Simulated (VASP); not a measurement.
Set up this calculation in VASP 6.6.1, as the native input.

- Task: single point
- Functional: r2SCAN
- Potentials or basis: VASP PAW PBE potentials, release 64 (N)
- Cutoff: 520 eV
- k mesh: 14 × 14 × 14
- Occupations: fermi-dirac, width 0.1 eV
- Spin: no spin polarisation
- Dipole correction: no
- Further INCAR settings: ALGO = Normal; EDIFF = 1e-06; NBANDS = 12

Crystal: N.

```xyz
2
Lattice="0.0000 2.0362 2.0362 2.0362 0.0000 2.0362 2.0362 2.0362 0.0000" Properties=species:S:1:pos:R:3 pbc="T T T"
N     0.0000    0.0000    0.0000
N     1.0181    1.0181    1.0181
```

The input as run:

POSCAR

```
N
1.0
    0.0000000000      2.0362476927      2.0362476927
    2.0362476927      0.0000000000      2.0362476927
    2.0362476927      2.0362476927      0.0000000000
N
2
Direct
    0.0000000000      0.0000000000      0.0000000000
    0.2500000000      0.2500000000      0.2500000000
```

INCAR.step1

```
ALGO = Normal
EDIFF = 1E-4
ENCUT = 520
GGA = PE
ISMEAR = -1
LASPH = T
LCHARG = F
LREAL = F
LWAVE = T
NBANDS = 12
NELM = 80
PREC = Accurate
SIGMA = 0.1
```

INCAR.step2

```
ALGO = Normal
EDIFF = 1E-6
ENCUT = 520
ISIF = 2
ISMEAR = -1
ISTART = 1
LASPH = T
LCHARG = T
LELF = T
LMIXTAU = T
LREAL = F
LVHAR = T
LWAVE = F
METAGGA = R2SCAN
NBANDS = 12
NELM = 80
PREC = Accurate
SIGMA = 0.1
```

KPOINTS

```
k-points
0
Gamma
  14 14 14
```

Potentials or basis: VASP PAW PBE potentials, release 64 (N).

Command:

```console
$ cat potpaw_PBE.64/N/POTCAR > POTCAR
$ cp INCAR.step1 INCAR
$ mpirun -np 1 vasp_std > vasp.out
$ cp INCAR.step2 INCAR
$ mpirun -np 1 vasp_std > vasp.out
```

Results of the run:

- Pressure: 11.6 GPa
- Band gap on the k mesh: zero (bands 5 and 6 overlap by 2.01 eV)

Caveat: the cell stands under pressure; the PAW data sets were made with another functional, which shifts forces and pressure a little.

Run time: 62 s on 1 thread of Intel(R) Xeon(R) Platinum 8488C (Sapphire Rapids), with other jobs on the host, peak memory 0.14 GiB.
